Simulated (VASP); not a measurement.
# TiN (Osbornite) (Fm-3m) in VASP: further runs, part 2 of 3

VASP 6.6.1. Earlier steps stand in the parts before.

## 3. Relaxation of cell and atoms, PBEsol

File INCAR:

```
SYSTEM = TiN
PREC     = Accurate       ! precision mode
ENCUT    = 600            ! plane-wave cutoff, eV
EDIFF    = 1E-7           ! SCF threshold, eV
ISMEAR   = -1             ! smearing method
SIGMA    = 0.1            ! smearing width, eV
LREAL    = .False.        ! projectors in reciprocal space
LASPH    = .True.         ! aspherical terms in the spheres
NELM     = 80             ! most SCF steps
ALGO     = Normal         ! electronic algorithm
ISIF     = 3              ! what is computed and relaxed
LWAVE    = .False.        ! write WAVECAR
LCHARG   = .False.        ! write CHGCAR
GGA      = PS             ! functional
IBRION   = 2              ! ionic algorithm
NSW      = 80             ! ionic steps
EDIFFG   = -0.01          ! ionic threshold
```

File KPOINTS:

```
regular mesh
0
Gamma
  13 13 13
  0 0 0
```

File POSCAR:

```
TiN
1.0
    0.0000000000      2.1190000000      2.1190000000
    2.1190000000      0.0000000000      2.1190000000
    2.1190000000      2.1190000000      0.0000000000
Ti N
1 1
Direct
    0.0000000000      0.0000000000      0.0000000000
    0.5000000000      0.5000000000      0.5000000000
```

Potentials or basis: VASP PAW PBE potentials, release 64 (Ti_sv, N).

Launch:

```bash
> cat potpaw_PBE.64/Ti_sv/POTCAR potpaw_PBE.64/N/POTCAR > POTCAR
> mpirun -np 1 vasp_std > vasp.out
```

OUTCAR:

```text
SYSTEM = TiN
   PREC = Accurate
   ENCUT = 600
   EDIFF = 1E-7
   ISMEAR = -1
   LREAL = .False.
   LASPH = .True.
   NELM = 80
   ISIF = 3
   GGA = PS
   IBRION = 2
   NSW = 80
   EDIFFG = -0.01

 ion  position               nearest neighbor table
   1  0.000  0.000  0.000-   2 2.12   2 2.12   2 2.12   2 2.12   2 2.12   2 2.12
   2  0.500  0.500  0.500-   1 2.12   1 2.12   1 2.12   1 2.12   1 2.12   1 2.12

  LATTYP: Found a face centered cubic cell.
 ALAT       =     4.2380000000

  Lattice vectors:

 A1 = (   0.0000000000,   2.1190000000,   2.1190000000)
 A2 = (   2.1190000000,   0.0000000000,   2.1190000000)
 A3 = (   2.1190000000,   2.1190000000,   0.0000000000)

Analysis of symmetry for initial positions (statically):
=====================================================================
 Subroutine PRICEL returns:
 Original cell was already a primitive cell.

 Routine SETGRP: Setting up the symmetry group for a
 face centered cubic supercell.

 Subroutine GETGRP returns: Found 48 space group operations
 (whereof 48 operations were pure point group operations)
 out of a pool of 48 trial point group operations.

The static configuration has the point symmetry O_h .

Analysis of symmetry for dynamics (positions and initial velocities):
=====================================================================
 Subroutine PRICEL returns:
 Original cell was already a primitive cell.

 Routine SETGRP: Setting up the symmetry group for a
 face centered cubic supercell.

 Subroutine GETGRP returns: Found 48 space group operations
 (whereof 48 operations were pure point group operations)
 out of a pool of 48 trial point group operations.

The dynamic configuration has the point symmetry O_h .

 Subroutine INISYM returns: Found 48 space group operations
 (whereof 48 operations are pure point group operations),
 and found     1 'primitive' translations

[... 125 lines left out ...]
 conjugate gradient relaxation of ions
 non-spin polarized calculation
  energy-cutoff  :      600.00
  volume of cell :       19.03
 maximum number of plane-waves:       646
   NGX = 11   NGY = 11   NGZ = 11

--------------------------------------- Ionic step        1  -------------------------------------------

 number of electron      17.0000001 magnetization

 Free energy of the ion-electron system (eV)
  ---------------------------------------------------
  ext. energy  EPLUGINS =         0.00000000
  ---------------------------------------------------
  free energy    TOTEN  =       -20.78875513 eV

  energy without entropy =      -20.76240642  energy(sigma->0) =      -20.77558078

------------------------ aborting loop because EDIFF is reached ----------------------------------------

  FORCE on cell =-STRESS in cart. coord.  units (eV):
  Direction    XX          YY          ZZ          XY          YZ          ZX
  --------------------------------------------------------------------------------------
  -------------------------------------------------------------------------------------
  Total       -0.7651889     -0.7651889     -0.7651889      0.0000000     -0.0000000     -0.0000000
  in kB      -64.4252873    -64.4252873    -64.4252873      0.0000000     -0.0000000     -0.0000000
  external PRESSURE =     -64.4252873 kB  Pullay stress =       0.0000000 kB
[... 59 lines left out ...]
--------------------------------------- Ionic step        3  -------------------------------------------

 number of electron      16.9999999 magnetization

 Free energy of the ion-electron system (eV)
  ---------------------------------------------------
  ext. energy  EPLUGINS =         0.00000000
  ---------------------------------------------------
  free energy    TOTEN  =       -20.79751344 eV

  energy without entropy =      -20.77206867  energy(sigma->0) =      -20.78479105

 E-fermi :  11.6598     XC(G=0): -13.3617

 val. band max:       11.5893925285   @ k =  -0.0769   0.0769   0.0000
 cond. band min:      11.6995590032   @ k =  -0.1538   0.1538   0.0000
 fundamental gap:      0.1101664747
 Fermi energy:        11.6598238705

 k-point     1 :       0.0000    0.0000    0.0000
  band No.  band energies     occupation
      1     -45.9158      2.00000
      2     -21.9769      2.00000
      3     -21.9769      2.00000
      4     -21.9769      2.00000
      5      -5.5415      2.00000
      6       9.6023      2.00000
      7       9.6023      2.00000
      8       9.6023      2.00000
      9      11.0018      1.99723
     10      11.0018      1.99723
     11      11.0018      1.99723
     12      12.2499      0.00546
[... 331 lines left out ...]
 k-point    24 :       0.4615    0.1538    0.0000
  band No.  band energies     occupation
      1     -45.8018      2.00000
      2     -22.5969      2.00000
      3     -22.1138      2.00000
      4     -22.0788      2.00000
      5      -3.3435      2.00000
      6       4.2164      2.00000
      7       6.1301      2.00000
      8       6.5943      2.00000
      9      12.0726      0.03173
     10      13.5750      0.00000
     11      14.0186      0.00000
     12      16.2868      0.00000

 [... further k-points ...]
[... 5 lines left out ...]
  --------------------------------------------------------------------------------------
  -------------------------------------------------------------------------------------
  Total       -0.0061751     -0.0061751     -0.0061751     -0.0000000      0.0000000      0.0000000
  in kB       -0.5317279     -0.5317279     -0.5317279     -0.0000000      0.0000000      0.0000000
  external PRESSURE =      -0.5317279 kB  Pullay stress =       0.0000000 kB
[... 17 lines left out ...]
  FREE ENERGIE OF THE ION-ELECTRON SYSTEM (eV)
  ---------------------------------------------------
  free  energy   TOTEN  =       -20.7975134396 eV

  energy  without entropy=      -20.7720686681  energy(sigma->0) =      -20.78479105

 reached required accuracy - stopping structural energy minimisation
```

OSZICAR:

```text
N       E                     dE             d eps       ncg     rms          rms(c)
DAV:   1     0.152935099538E+03    0.15294E+03   -0.96736E+03  2016   0.186E+03
DAV:   2    -0.111648432041E+02   -0.16410E+03   -0.15759E+03  2088   0.444E+02
DAV:   3    -0.250255328862E+02   -0.13861E+02   -0.13514E+02  2480   0.126E+02
[... 36 lines left out ...]
DAV:   8    -0.207974838636E+02   -0.30896E-04   -0.65892E-04  2560   0.214E-01    0.259E-02
DAV:   9    -0.207975094894E+02   -0.25626E-04   -0.48178E-05  2700   0.467E-02    0.193E-02
DAV:  10    -0.207975140960E+02   -0.46066E-05   -0.15841E-05  2680   0.282E-02    0.129E-02
DAV:  11    -0.207975135121E+02    0.58385E-06   -0.15830E-06  2512   0.155E-02    0.534E-03
DAV:  12    -0.207975134396E+02    0.72496E-07   -0.19050E-07  1636   0.504E-03
   3 F= -.20797513E+02 E0= -.20784791E+02  d E =-.875830E-02
```

CONTCAR:

```text
TiN
   1.00000000000000
     0.0000000000000000    2.1031873443517877    2.1031873443517877
     2.1031873443517877   -0.0000000000000000    2.1031873443517877
     2.1031873443517877    2.1031873443517877    0.0000000000000000
  Ti              N
     1     1
Direct
     0.0000000000000000    0.0000000000000000    0.0000000000000000
     0.5000000000000000    0.5000000000000000    0.5000000000000000

  0.00000000E+00  0.00000000E+00  0.00000000E+00
  0.00000000E+00  0.00000000E+00  0.00000000E+00
```

It took 22 s on 1 thread of Intel Xeon 6975P-C (Granite Rapids), shared host; peak memory 0.15 GiB.

Results:

```
Free energy                            : -20.7975 eV
Relaxed volume                         : 9.30 Å³/atom
Relaxed cell                           : a = 2.974 Å, b = 2.974 Å, c = 2.974 Å, α = 60.00°, β = 60.00°, γ = 60.00°
Space group after relaxing (to 0.05 Å) : Fm-3m (No. 225)
Energy gained by relaxing              : 4.4 meV/atom
Ionic steps                            : 3
Pressure after relaxing                : -0.1 GPa
```

Step by step:
```
step  energy change (eV)  largest force (eV/Å)  pressure (GPa)  volume (Å³)
   1              0.0000                0.0000           -6.44        19.03
   2              0.0108                0.0000           10.58        17.99
   3             -0.0088                0.0000           -0.05        18.61
```

Final structure:
```xyz
2
Lattice="0.0000 2.1032 2.1032 2.1032 0.0000 2.1032 2.1032 2.1032 0.0000" Properties=species:S:1:pos:R:3 pbc="T T T"
Ti    0.0000    0.0000    0.0000
N     2.1032    2.1032    2.1032
```

Caveat: the PAW data sets were made with another functional, which shifts forces and pressure a little.

## 4. Relaxation of cell and atoms, LDA

File INCAR:

```
SYSTEM = TiN
PREC = Accurate
ENCUT = 600
EDIFF = 1E-7
ISMEAR = -1
SIGMA = 0.1
LREAL = .FALSE.
LASPH = .TRUE.
NELM = 100
ALGO = Normal
ISIF = 3
LWAVE = .FALSE.
LCHARG = .FALSE.
GGA = CA
IBRION = 2
NSW = 80
EDIFFG = -0.01
```

File KPOINTS:

```
Automatic mesh
0
G
  13 13 13
  0 0 0
```

POSCAR is that of step 3.

Potentials or basis: VASP PAW LDA potentials, release 64 (Ti_sv, N).

Launch:

```bash
> cat potpaw_LDA.64/Ti_sv/POTCAR potpaw_LDA.64/N/POTCAR > POTCAR
> mpirun -np 1 vasp_std > vasp.out
```

OUTCAR:

```text
SYSTEM = TiN
   PREC = Accurate
   ENCUT = 600
   EDIFF = 1E-7
   ISMEAR = -1
   LREAL = .FALSE.
   LASPH = .TRUE.
   NELM = 100
   ISIF = 3
   GGA = CA
   IBRION = 2
   NSW = 80
   EDIFFG = -0.01

 ion  position               nearest neighbor table
   1  0.000  0.000  0.000-   2 2.12   2 2.12   2 2.12   2 2.12   2 2.12   2 2.12
   2  0.500  0.500  0.500-   1 2.12   1 2.12   1 2.12   1 2.12   1 2.12   1 2.12

  LATTYP: Found a face centered cubic cell.
 ALAT       =     4.2380000000

  Lattice vectors:

 A1 = (   0.0000000000,   2.1190000000,   2.1190000000)
 A2 = (   2.1190000000,   0.0000000000,   2.1190000000)
 A3 = (   2.1190000000,   2.1190000000,   0.0000000000)

Analysis of symmetry for initial positions (statically):
=====================================================================
 Subroutine PRICEL returns:
 Original cell was already a primitive cell.

 Routine SETGRP: Setting up the symmetry group for a
 face centered cubic supercell.

 Subroutine GETGRP returns: Found 48 space group operations
 (whereof 48 operations were pure point group operations)
 out of a pool of 48 trial point group operations.

The static configuration has the point symmetry O_h .

Analysis of symmetry for dynamics (positions and initial velocities):
=====================================================================
 Subroutine PRICEL returns:
 Original cell was already a primitive cell.

 Routine SETGRP: Setting up the symmetry group for a
 face centered cubic supercell.

 Subroutine GETGRP returns: Found 48 space group operations
 (whereof 48 operations were pure point group operations)
 out of a pool of 48 trial point group operations.

The dynamic configuration has the point symmetry O_h .

 Subroutine INISYM returns: Found 48 space group operations
 (whereof 48 operations are pure point group operations),
 and found     1 'primitive' translations

[... 125 lines left out ...]
 conjugate gradient relaxation of ions
 non-spin polarized calculation
  energy-cutoff  :      600.00
  volume of cell :       19.03
 maximum number of plane-waves:       646
   NGX = 11   NGY = 11   NGZ = 11

--------------------------------------- Ionic step        1  -------------------------------------------

 number of electron      17.0000002 magnetization

 Free energy of the ion-electron system (eV)
  ---------------------------------------------------
  ext. energy  EPLUGINS =         0.00000000
  ---------------------------------------------------
  free energy    TOTEN  =       -21.65417697 eV

  energy without entropy =      -21.62778566  energy(sigma->0) =      -21.64098131

------------------------ aborting loop because EDIFF is reached ----------------------------------------

  FORCE on cell =-STRESS in cart. coord.  units (eV):
  Direction    XX          YY          ZZ          XY          YZ          ZX
  --------------------------------------------------------------------------------------
  -------------------------------------------------------------------------------------
  Total       -1.5103013     -1.5103013     -1.5103013      0.0000000     -0.0000000      0.0000000
  in kB     -127.1602329   -127.1602329   -127.1602329      0.0000000     -0.0000000      0.0000000
  external PRESSURE =    -127.1602329 kB  Pullay stress =       0.0000000 kB
[... 95 lines left out ...]
--------------------------------------- Ionic step        4  -------------------------------------------

 number of electron      16.9999996 magnetization

 Free energy of the ion-electron system (eV)
  ---------------------------------------------------
  ext. energy  EPLUGINS =         0.00000000
  ---------------------------------------------------
  free energy    TOTEN  =       -21.68790500 eV

  energy without entropy =      -21.66326866  energy(sigma->0) =      -21.67558683

 E-fermi :  11.8238     XC(G=0): -13.6290

 val. band max:       11.7504282558   @ k =  -0.0769   0.0769   0.0000
 cond. band min:      11.8531193135   @ k =  -0.1538   0.1538   0.0000
 fundamental gap:      0.1026910576
 Fermi energy:        11.8238329634

 k-point     1 :       0.0000    0.0000    0.0000
  band No.  band energies     occupation
      1     -45.2545      2.00000
      2     -21.5732      2.00000
      3     -21.5732      2.00000
      4     -21.5732      2.00000
      5      -5.2917      2.00000
      6       9.7652      2.00000
      7       9.7652      2.00000
      8       9.7652      2.00000
      9      11.1365      1.99793
     10      11.1365      1.99793
     11      11.1365      1.99793
     12      12.4218      0.00505
[... 331 lines left out ...]
 k-point    24 :       0.4615    0.1538    0.0000
  band No.  band energies     occupation
      1     -45.1246      2.00000
      2     -22.2541      2.00000
      3     -21.7228      2.00000
      4     -21.6842      2.00000
      5      -3.0081      2.00000
      6       4.3287      2.00000
      7       6.2257      2.00000
      8       6.6835      2.00000
      9      12.2510      0.02753
     10      13.7878      0.00000
     11      14.2511      0.00000
     12      16.5753      0.00000

 [... further k-points ...]
[... 5 lines left out ...]
  --------------------------------------------------------------------------------------
  -------------------------------------------------------------------------------------
  Total        0.0000065      0.0000065      0.0000065      0.0000000      0.0000000      0.0000000
  in kB        0.0005676      0.0005676      0.0005676      0.0000000      0.0000000      0.0000000
  external PRESSURE =       0.0005676 kB  Pullay stress =       0.0000000 kB
[... 17 lines left out ...]
  FREE ENERGIE OF THE ION-ELECTRON SYSTEM (eV)
  ---------------------------------------------------
  free  energy   TOTEN  =       -21.6879050006 eV

  energy  without entropy=      -21.6632686646  energy(sigma->0) =      -21.67558683

 reached required accuracy - stopping structural energy minimisation
```

OSZICAR:

```text
N       E                     dE             d eps       ncg     rms          rms(c)
DAV:   1     0.151146679965E+03    0.15115E+03   -0.96813E+03  2016   0.185E+03
DAV:   2    -0.125925372387E+02   -0.16374E+03   -0.15726E+03  2092   0.438E+02
DAV:   3    -0.260504146544E+02   -0.13458E+02   -0.13117E+02  2452   0.121E+02
[... 44 lines left out ...]
DAV:   4    -0.216879017519E+02   -0.69246E-06   -0.23103E-05  2304   0.558E-02    0.727E-03
DAV:   5    -0.216879032231E+02   -0.14712E-05   -0.24841E-06  2884   0.154E-02    0.504E-03
DAV:   6    -0.216879042565E+02   -0.10334E-05   -0.10348E-06  2176   0.800E-03    0.456E-03
DAV:   7    -0.216879049834E+02   -0.72689E-06   -0.15849E-06  3200   0.114E-02    0.372E-04
DAV:   8    -0.216879050006E+02   -0.17242E-07   -0.43509E-08  1072   0.223E-03
   4 F= -.21687905E+02 E0= -.21675587E+02  d E =-.337280E-01
```

Run time: 23 s. Hardware: 1 thread of Intel Xeon 6975P-C (Granite Rapids), shared host; peak memory 0.15 GiB.

Results:

```
Free energy                            : -21.6879 eV
Relaxed volume                         : 9.10 Å³/atom
Relaxed cell                           : a = 2.953 Å, b = 2.953 Å, c = 2.953 Å, α = 60.00°, β = 60.00°, γ = 60.00°
Space group after relaxing (to 0.05 Å) : Fm-3m (No. 225)
Energy gained by relaxing              : 16.9 meV/atom
Ionic steps                            : 4
Pressure after relaxing                : 0.0 GPa
```

The path:
| step | energy change (eV) | largest force (eV/Å) | pressure (GPa) | volume (Å³) |
| --- | --- | --- | --- | --- |
| 1 | 0.0000 | 0.0000 | -12.72 | 19.03 |
| 2 | 0.0519 | 0.0000 | 24.54 | 17.02 |
| 3 | -0.0337 | 0.0000 | -0.25 | 18.22 |
| 4 | -0.0337 | 0.0000 | 0.00 | 18.21 |

Final structure:
```xyz
2
Lattice="0.0000 2.0881 2.0881 2.0881 0.0000 2.0881 2.0881 2.0881 0.0000" Properties=species:S:1:pos:R:3 pbc="T T T"
Ti    2.0881    0.0000    2.0881
N     2.0881    2.0881    2.0881
```

[end of part 2 of 3]
